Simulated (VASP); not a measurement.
# PbSe (Fm-3m) in VASP: further runs, part 2 of 2

VASP 6.6.1.

**4. Relaxation of cell and atoms, PBEsol, target pressure 1 GPa, at which the enthalpy is minimised**

This run uses another cell than the first one, of 28.41 Å³/atom.

File INCAR:

```
PREC = Accurate
ENCUT = 600
EDIFF = 1E-7
ISMEAR = 0
SIGMA = 0.01
LREAL = F
LASPH = T
NELM = 60
ALGO = Normal
ISIF = 3
LWAVE = F
LCHARG = F
GGA = PS
IBRION = 2
NSW = 100
EDIFFG = -0.002
PSTRESS = 10.0
```

File KPOINTS:

```
Automatic mesh
0
Gamma
  14 14 14
```

File POSCAR:

```
PbSe
1.0
    0.0000000000      3.0514615378      3.0514615378
    3.0514615378      0.0000000000      3.0514615378
    3.0514615378      3.0514615378      0.0000000000
Pb Se
1 1
Direct
    0.0000000000      0.0000000000      0.0000000000
    0.5000000000      0.5000000000      0.5000000000
```

Potentials or basis: VASP PAW PBE potentials, release 64 (Pb_d, Se).

On the command line:

```
> cat potpaw_PBE.64/Pb_d/POTCAR potpaw_PBE.64/Se/POTCAR > POTCAR
> mpirun -np 1 vasp_std > vasp.out
```

OUTCAR:

```text
PREC = Accurate
   ENCUT = 600
   EDIFF = 1E-7
   ISMEAR = 0
   LREAL = F
   LASPH = T
   NELM = 60
   ISIF = 3
   GGA = PS
   IBRION = 2
   NSW = 100
   EDIFFG = -0.002
   PSTRESS = 10.0

 ion  position               nearest neighbor table
   1  0.000  0.000  0.000-   2 3.05   2 3.05   2 3.05   2 3.05   2 3.05   2 3.05
   2  0.500  0.500  0.500-   1 3.05   1 3.05   1 3.05   1 3.05   1 3.05   1 3.05

  LATTYP: Found a face centered cubic cell.
 ALAT       =     6.1029230756

  Lattice vectors:

 A1 = (   0.0000000000,   3.0514615378,   3.0514615378)
 A2 = (   3.0514615378,   0.0000000000,   3.0514615378)
 A3 = (   3.0514615378,   3.0514615378,   0.0000000000)

Analysis of symmetry for initial positions (statically):
=====================================================================
 Subroutine PRICEL returns:
 Original cell was already a primitive cell.

 Routine SETGRP: Setting up the symmetry group for a
 face centered cubic supercell.

 Subroutine GETGRP returns: Found 48 space group operations
 (whereof 48 operations were pure point group operations)
 out of a pool of 48 trial point group operations.

The static configuration has the point symmetry O_h .

Analysis of symmetry for dynamics (positions and initial velocities):
[... 234 lines left out ...]
--------------------------------------- Ionic step        3  -------------------------------------------

 number of electron      19.9999998 magnetization

 Free energy of the ion-electron system (eV)
  ---------------------------------------------------
  ext. energy  EPLUGINS =         0.00000000
  ---------------------------------------------------
  free energy    TOTEN  =        -8.91343985 eV

  energy without entropy =       -8.91343985  energy(sigma->0) =       -8.91343985

 E-fermi :   5.3193     XC(G=0):  -9.8389

 val. band max:        5.2624611295   @ k =   0.5000   0.0000   0.0000
 cond. band min:       5.3737933961   @ k =   0.5000   0.0000   0.0000
 fundamental gap:      0.1113322666
 Fermi energy:         5.3192538561

 k-point     1 :       0.0000    0.0000    0.0000
  band No.  band energies     occupation
      1     -11.5540      2.00000
      2     -11.5540      2.00000
      3     -11.5540      2.00000
      4     -11.5537      2.00000
      5     -11.5537      2.00000
      6      -8.5936      2.00000
      7      -1.0512      2.00000
      8       3.2483      2.00000
      9       3.2483      2.00000
     10       3.2483      2.00000
     11       9.9719      0.00000
     12       9.9719      0.00000
     13       9.9719      0.00000
     14      11.6293      0.00000
[... 377 lines left out ...]
      1     -11.5894      2.00000
      2     -11.5577      2.00000
      3     -11.5555      2.00000
      4     -11.5354      2.00000
      5     -11.5289      2.00000
      6      -8.0210      2.00000
      7      -2.3710      2.00000
      8       2.8052      2.00000
      9       2.8759      2.00000
     10       4.2351      2.00000
     11       6.8943      0.00000
     12       8.9235      0.00000
     13       9.1836      0.00000
     14      10.6445      0.00000

 [... further k-points ...]

------------------------ aborting loop because EDIFF is reached ----------------------------------------

  FORCE on cell =-STRESS in cart. coord.  units (eV):
  Direction    XX          YY          ZZ          XY          YZ          ZX
  --------------------------------------------------------------------------------------
  -------------------------------------------------------------------------------------
  Total        0.3468669      0.3468669      0.3468669     -0.0000000     -0.0000000      0.0000000
  in kB        9.9479021      9.9479021      9.9479021     -0.0000000     -0.0000000      0.0000000
  external PRESSURE =      -0.0520979 kB  Pullay stress =      10.0000000 kB
[... 21 lines left out ...]
  energy  without entropy=       -8.9134398479  energy(sigma->0) =       -8.91343985

  enthalpy is  TOTEN    =        -8.5647563864 eV   P V=        0.3486834615

 reached required accuracy - stopping structural energy minimisation
```

OSZICAR:

```text
N       E                     dE             d eps       ncg     rms          rms(c)
DAV:   1     0.162735844625E+03    0.16274E+03   -0.10466E+04  2924   0.161E+03
DAV:   2     0.372055729164E+01   -0.15902E+03   -0.15539E+03  3056   0.368E+02
DAV:   3    -0.887343057779E+01   -0.12594E+02   -0.12388E+02  3898   0.107E+02
[... 24 lines left out ...]
DAV:   2    -0.891496701892E+01    0.91398E-02   -0.18765E-02  3578   0.262E+00    0.204E-01
DAV:   3    -0.891343332990E+01    0.15337E-02   -0.69553E-03  3614   0.148E+00    0.353E-02
DAV:   4    -0.891344185605E+01   -0.85261E-05   -0.16523E-04  2942   0.153E-01    0.130E-02
DAV:   5    -0.891343997346E+01    0.18826E-05   -0.24694E-05  3738   0.792E-02    0.596E-03
DAV:   6    -0.891343978330E+01    0.19016E-06   -0.17953E-06  3548   0.251E-02    0.760E-04
DAV:   7    -0.891343984790E+01   -0.64600E-07   -0.71648E-08  1570   0.473E-03
   3 F= -.85647564E+01 E0= -.85647564E+01  d E =-.291906E-02
```

Wall time 1.8 min (1 thread of Intel Xeon Platinum 8559C (Emerald Rapids), shared host); peak memory 0.29 GiB.

What came out:

```yaml
Free_energy: -8.9134 eV
Relaxed_volume: 27.93 Å³/atom
Relaxed_cell: a = 4.291 Å, b = 4.291 Å, c = 4.291 Å, α = 60.00°, β = 60.00°, γ = 60.00°
Space_group_after_relaxing_to_0.1_Å: Fm-3m (No. 225)
Energy_change_on_relaxing_the_run_minimises_the_enthalpy: +1.5 meV/atom
Ionic_steps: 3
Pressure_after_relaxing: 1.0 GPa
Band_gap_on_the_k_mesh: 0.11 eV
```

Step by step:
| step | energy change (eV) | largest force (eV/Å) | pressure (GPa) | volume (Å³) |
| --- | --- | --- | --- | --- |
| 1 | 0.0000 | 0.0000 | 0.04 | 56.83 |
| 2 | 0.0063 | 0.0000 | 1.45 | 55.44 |
| 3 | 0.0031 | 0.0000 | 0.99 | 55.87 |

Final structure:
```
Pb Se
1.0
     0.00000    3.03415    3.03415
     3.03415    0.00000    3.03415
     3.03415    3.03415    0.00000
Pb Se
1 1
Direct
  0.00000 0.00000 0.00000
  0.50000 0.50000 0.50000
```

Caveat: the cell is relaxed towards a set pressure, so the run minimises the enthalpy, not the energy; the PAW data sets were made with another functional, which shifts forces and pressure a little; spin-orbit coupling is left out, which moves the levels of the heavy elements.

**5. Relaxation of cell and atoms, PBEsol, target pressure 4 GPa, at which the enthalpy is minimised**

This run uses another cell than the first one, of 28.41 Å³/atom.

File INCAR:

```
SYSTEM = PbSe
ALGO     = Normal         ! electronic algorithm
EDIFF    = 1E-6           ! SCF threshold, eV
EDIFFG   = -0.002         ! ionic threshold
ENCUT    = 600            ! plane-wave cutoff, eV
GGA      = PS             ! functional
IBRION   = 2              ! ionic algorithm
ISIF     = 3              ! what is computed and relaxed
ISMEAR   = 0              ! smearing method
LASPH    = .True.         ! aspherical terms in the spheres
LCHARG   = .False.        ! write CHGCAR
LREAL    = .False.        ! projectors in reciprocal space
LWAVE    = .False.        ! write WAVECAR
NELM     = 100            ! most SCF steps
NSW      = 100            ! ionic steps
PREC     = Accurate       ! precision mode
PSTRESS  = 40.0         
SIGMA    = 0.01           ! smearing width, eV
```

File KPOINTS:

```
k-points
0
Gamma
  14 14 14
  0 0 0
```

POSCAR is that of step 4.

Potentials or basis: VASP PAW PBE potentials, release 64 (Pb_d, Se).

On the command line:

```
> cat potpaw_PBE.64/Pb_d/POTCAR potpaw_PBE.64/Se/POTCAR > POTCAR
> mpirun -np 1 vasp_std > vasp.out
```

OUTCAR:

```text
SYSTEM = PbSe
   EDIFF = 1E-6
   EDIFFG = -0.002
   ENCUT = 600
   GGA = PS
   IBRION = 2
   ISIF = 3
   ISMEAR = 0
   LASPH = .True.
   LREAL = .False.
   NELM = 100
   NSW = 100
   PREC = Accurate
   PSTRESS = 40.0

 ion  position               nearest neighbor table
   1  0.000  0.000  0.000-   2 3.05   2 3.05   2 3.05   2 3.05   2 3.05   2 3.05
   2  0.500  0.500  0.500-   1 3.05   1 3.05   1 3.05   1 3.05   1 3.05   1 3.05

  LATTYP: Found a face centered cubic cell.
 ALAT       =     6.1029230756

  Lattice vectors:

 A1 = (   0.0000000000,   3.0514615378,   3.0514615378)
 A2 = (   3.0514615378,   0.0000000000,   3.0514615378)
 A3 = (   3.0514615378,   3.0514615378,   0.0000000000)

Analysis of symmetry for initial positions (statically):
=====================================================================
 Subroutine PRICEL returns:
 Original cell was already a primitive cell.

 Routine SETGRP: Setting up the symmetry group for a
 face centered cubic supercell.

 Subroutine GETGRP returns: Found 48 space group operations
 (whereof 48 operations were pure point group operations)
 out of a pool of 48 trial point group operations.

The static configuration has the point symmetry O_h .

Analysis of symmetry for dynamics (positions and initial velocities):
=====================================================================
 Subroutine PRICEL returns:
 Original cell was already a primitive cell.

 Routine SETGRP: Setting up the symmetry group for a
 face centered cubic supercell.

 Subroutine GETGRP returns: Found 48 space group operations
 (whereof 48 operations were pure point group operations)
 out of a pool of 48 trial point group operations.

The dynamic configuration has the point symmetry O_h .

 Subroutine INISYM returns: Found 48 space group operations
 (whereof 48 operations are pure point group operations),
 and found     1 'primitive' translations

----------------------------------------------------------------------------------------

                                     Primitive cell

  volume of cell :      56.8269

  direct lattice vectors                    reciprocal lattice vectors
     0.000000000  3.051461538  3.051461538    -0.163855908  0.163855908  0.163855908
     3.051461538  0.000000000  3.051461538     0.163855908 -0.163855908  0.163855908
     3.051461538  3.051461538  0.000000000     0.163855908  0.163855908 -0.163855908
[... 101 lines left out ...]
   IALGO  =     38    algorithm
   IMIX   =      4    mixing-type and parameters
     AMIX     =   0.40;   BMIX     =  1.00
     AMIX_MAG =   1.60;   BMIX_MAG =  1.00
  volume/ion in A,a.u.               =      28.41       191.74
  Fermi-wavevector in a.u.,A,eV,Ry     =   1.155847  2.184234 18.177135  1.335982
  Thomas-Fermi vector in A             =   2.292472
   LORBIT       =      0    0 simple, 1 ext, 2 COOP (PROOUT), +10 PAW based schemes
   GGA     = PS    functional components
   LHFCALC =     F    Hartree Fock is set to
   AEXX    =    0.0000 exact exchange contribution
   IVDW    =     0    specifies the selected vdW correction
   LEPSILON=     F    determine dielectric tensor
   LRPA    =     F    only Hartree local field effects (RPA)
 conjugate gradient relaxation of ions
 non-spin polarized calculation
 Gauss-broadening in eV      SIGMA  =   0.01
  energy-cutoff  :      600.00
  volume of cell :       56.83
 maximum number of plane-waves:      1917
   NGX = 17   NGY = 17   NGZ = 17

--------------------------------------- Ionic step        1  -------------------------------------------

 number of electron      20.0000000 magnetization

 Free energy of the ion-electron system (eV)
  ---------------------------------------------------
  ext. energy  EPLUGINS =         0.00000000
  ---------------------------------------------------
  free energy    TOTEN  =        -8.91652260 eV

  energy without entropy =       -8.91652260  energy(sigma->0) =       -8.91652260

 E-fermi :   5.1505     XC(G=0):  -9.7603

 val. band max:        5.0307560317   @ k =   0.5000   0.0000   0.0000
 cond. band min:       5.2023904683   @ k =   0.5000   0.0000   0.0000
 fundamental gap:      0.1716344366
 Fermi energy:         5.1504891609

 k-point     1 :       0.0000    0.0000    0.0000
  band No.  band energies     occupation
      1     -11.7384      2.00000
      2     -11.7384      2.00000
      3     -11.7384      2.00000
      4     -11.7372      2.00000
      5     -11.7372      2.00000
      6      -8.6600      2.00000
      7      -1.2941      2.00000
      8       3.1122      2.00000
      9       3.1122      2.00000
     10       3.1122      2.00000
     11       9.7198      0.00000
     12       9.7198      0.00000
     13       9.7198      0.00000
     14      11.4518      0.00000
[... 542 lines left out ...]
--------------------------------------- Ionic step        5  -------------------------------------------

 number of electron      20.0000001 magnetization

 Free energy of the ion-electron system (eV)
  ---------------------------------------------------
  ext. energy  EPLUGINS =         0.00000000
  ---------------------------------------------------
  free energy    TOTEN  =        -8.87500886 eV

  energy without entropy =       -8.87500886  energy(sigma->0) =       -8.87500886

 E-fermi :   5.8878     XC(G=0): -10.0564

 val. band max:        5.8545195187   @ k =   0.5000   0.0000   0.0000
 cond. band min:       5.9209951699   @ k =   0.5000   0.0000   0.0000
 fundamental gap:      0.0664756513
 Fermi energy:         5.8877589433

 k-point     1 :       0.0000    0.0000    0.0000
  band No.  band energies     occupation
      1     -11.0479      2.00000
      2     -11.0479      2.00000
      3     -11.0453      2.00000
      4     -11.0453      2.00000
      5     -11.0453      2.00000
      6      -8.4128      2.00000
      7      -0.3658      2.00000
      8       3.6307      2.00000
      9       3.6307      2.00000
     10       3.6307      2.00000
     11      10.6775      0.00000
     12      10.6775      0.00000
     13      10.6775      0.00000
     14      12.1279      0.00000
[... 424 lines left out ...]
  energy  without entropy=       -8.8750088619  energy(sigma->0) =       -8.87500886

  enthalpy is  TOTEN    =        -7.5436530012 eV   P V=        1.3313558610

 reached required accuracy - stopping structural energy minimisation
```

OSZICAR:

```text
N       E                     dE             d eps       ncg     rms          rms(c)
DAV:   1     0.162735844625E+03    0.16274E+03   -0.10466E+04  2924   0.161E+03
DAV:   2     0.372055729164E+01   -0.15902E+03   -0.15539E+03  3056   0.368E+02
DAV:   3    -0.887343057779E+01   -0.12594E+02   -0.12388E+02  3898   0.107E+02
DAV:   4    -0.916730167705E+01   -0.29387E+00   -0.29372E+00  3088   0.190E+01
[... 35 lines left out ...]
       N       E                     dE             d eps       ncg     rms          rms(c)
DAV:   1    -0.887540940392E+01   -0.23752E-02   -0.12703E-02  3620   0.215E+00    0.108E-01
DAV:   2    -0.887506751314E+01    0.34189E-03   -0.70598E-04  3602   0.526E-01    0.397E-02
DAV:   3    -0.887500950349E+01    0.58010E-04   -0.25902E-04  3626   0.293E-01    0.671E-03
DAV:   4    -0.887500886221E+01    0.64128E-06   -0.60710E-06  2954   0.300E-02
   5 F= -.75436530E+01 E0= -.75436530E+01  d E =-.683686E-05
```

CONTCAR:

```text
PbSe
   1.00000000000000
    -0.0000000000000000    2.9874793815670970    2.9874793815670970
     2.9874793815670970    0.0000000000000000    2.9874793815670970
     2.9874793815670970    2.9874793815670970   -0.0000000000000000
  Pb              Se
     1     1
Direct
     0.0000000000000000    1.0000000000000000    0.0000000000000000
     0.5000000000000000    0.5000000000000000    0.5000000000000000

  0.00000000E+00  0.00000000E+00  0.00000000E+00
  0.00000000E+00  0.00000000E+00  0.00000000E+00
```

Run time: 2.3 min. Hardware: 1 thread of Intel Xeon Platinum 8559C (Emerald Rapids), shared host; peak memory 0.29 GiB.

Results:

```yaml
Free_energy: -8.8750 eV
Relaxed_volume: 26.66 Å³/atom
Relaxed_cell: a = 4.225 Å, b = 4.225 Å, c = 4.225 Å, α = 60.00°, β = 60.00°, γ = 60.00°
Space_group_after_relaxing_to_0.1_Å: Fm-3m (No. 225)
Energy_change_on_relaxing_the_run_minimises_the_enthalpy: +20.8 meV/atom
Ionic_steps: 5
Pressure_after_relaxing: 4.0 GPa
Band_gap_on_the_k_mesh: 0.07 eV
```

The path:
```csv
step,energy change (eV),largest force (eV/Å),pressure (GPa),volume (Å³)
1,0.0000,0.0000,0.03,56.83
2,0.1127,0.0000,7.04,51.23
3,0.0418,0.0000,3.96,53.32
4,0.0435,0.0000,4.07,53.25
5,0.0415,0.0000,4.01,53.33
```

Final structure:
```
Pb Se
1.0
     0.00000    2.98748    2.98748
     2.98748    0.00000    2.98748
     2.98748    2.98748    0.00000
Pb Se
1 1
Direct
  0.00000 0.00000 0.00000
  0.50000 0.50000 0.50000
```

Levels at points of the mesh, in eV from the valence-band top:
| k point | band 6 | band 7 | band 8 | band 9 | band 10 | band 11 | band 12 | band 13 | band 14 |
| --- | --- | --- | --- | --- | --- | --- | --- | --- | --- |
| (0.00, 0.00, 0.00) | -14.27 | -6.22 | -2.22 | -2.22 | -2.22 | 4.82 | 4.82 | 4.82 | 6.27 |
| (0.50, 0.00, 0.00) | -13.01 | -9.29 | -1.75 | -1.75 | 0.00 | 0.07 | 1.47 | 1.47 | 8.49 |
| (0.50, 0.50, 0.00) | -12.50 | -7.56 | -5.67 | -3.73 | -3.73 | 3.25 | 5.85 | 5.85 | 6.31 |

Caveat: the cell is relaxed towards a set pressure, so the run minimises the enthalpy, not the energy; the PAW data sets were made with another functional, which shifts forces and pressure a little; spin-orbit coupling is left out, which moves the levels of the heavy elements.

**6. Summary**

```csv
task,cell,cutoff (eV),smearing,gap on the mesh (eV),pressure (GPa)
single point,"a = 4.290 Å, angles 60.0°, 2 atoms",520,gaussian 0.01 eV,0.11,1.0
single point,"a = 4.315 Å, angles 60.0°, 2 atoms",520,fermi-dirac 0.08 eV,0.17,0.0
relaxation of cell and atoms,"relaxed to 1 GPa from a = 4.315 Å, angles 60.0°, 2 atoms",600,gaussian 0.01 eV,0.11,1.0
relaxation of cell and atoms,"relaxed to 4 GPa from a = 4.315 Å, angles 60.0°, 2 atoms",600,gaussian 0.01 eV,0.07,4.0
```

Alike in all rows: level PBEsol; potentials or basis VASP PAW PBE potentials, release 64 (Pb_d, Se); no spin polarisation; k mesh 14 × 14 × 14.

Caveats: the PAW data sets were made with another functional, which shifts forces and pressure a little; spin-orbit coupling is left out, which moves the levels of the heavy elements; the cell is relaxed towards a set pressure, so the run minimises the enthalpy, not the energy (at least some runs).

Total energies depend on the potentials used, so only differences within one code and one set of settings carry meaning.
